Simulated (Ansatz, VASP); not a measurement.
**Two plane-wave programs on SiCl**

```
Si Cl
1.0
     0.00000    2.86115    2.86115
     2.86115    0.00000    2.86115
     2.86115    2.86115    0.00000
Si Cl
1 1
Direct
  0.50000 0.50000 0.50000
  0.00000 0.00000 0.00000
```

Alike in both runs: task single point; functional PBE; k mesh 16 × 16 × 16; occupations gaussian, width 0.1 eV; no spin polarisation.

```csv
,VASP,Ansatz
version,VASP 6.6.1,Ansatz 0.2.0
potentials or method,"VASP PAW PBE potentials, release 64 (Si, Cl), cutoff 520 eV","scalar-relativistic, plane waves, PAW"
valence electrons in the cell,11,11
```

|  | VASP | Ansatz | Ansatz less VASP |
| --- | --- | --- | --- |
| gap on the k mesh at the Fermi level (eV) | none | none | - |
| pressure (GPa) | 0.0 | 0.0 | 0.00 |

A gap of «none» marks a metal or a gap that the smearing closes.
